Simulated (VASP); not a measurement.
Set up this calculation in VASP 6.6.1, as the native input.

```
Task                   : dielectric tensor
Functional             : r2SCAN
Potentials or basis    : VASP PAW PBE potentials, release 64 (B, N)
Cutoff                 : 520 eV
k mesh                 : 10 × 10 × 10
Occupations            : gaussian, width 0.01 eV
Spin                   : no spin polarisation
Dipole correction      : no
Further INCAR settings : ALGO = Normal; EDIFF = 1e-08
```

The structure of BN lies in POSCAR:

```
BN
1.0
    0.0000000000      1.8409219743      1.8409219743
    1.8409219743      0.0000000000      1.8409219743
    1.8409219743      1.8409219743      0.0000000000
B N
1 1
Direct
    0.0000000000      0.0000000000      0.0000000000
    0.2500000000      0.2500000000      0.2500000000
```

This cell differs from its parent crystal: strain +2.0%.

The input as run:

INCAR

```
ALGO = Normal ; EDIFF = 1E-8
ENCUT = 520 ; ISIF = 2
ISMEAR = 0 ; LASPH = True
LCALCEPS = True ; LCHARG = False
LMIXTAU = True ; LREAL = False
LWAVE = False ; METAGGA = R2SCAN
NELM = 80 ; PREC = Accurate
SIGMA = 0.01
```

KPOINTS

```
k-points
0
Gamma
  10 10 10
```

Potentials or basis: VASP PAW PBE potentials, release 64 (B, N).

Command:

```bash
$ cat potpaw_PBE.64/B/POTCAR potpaw_PBE.64/N/POTCAR > POTCAR
$ mpirun -np 1 vasp_std > vasp.out
```

Results of the run:

```
Band gap on the k mesh                  : 4.91 eV (least direct gap 9.26 eV)
Electronic dielectric tensor (diagonal) : 4.59
Born charges (mean of the diagonal)     : B +2.06; N -2.06 e
```

Caveat: the cell differs from its parent crystal (strain +2.0%).

Run time: 8.8 min on 1 thread of Intel(R) Xeon(R) 6975P-C (Granite Rapids) (shared host), peak memory 0.24 GiB.
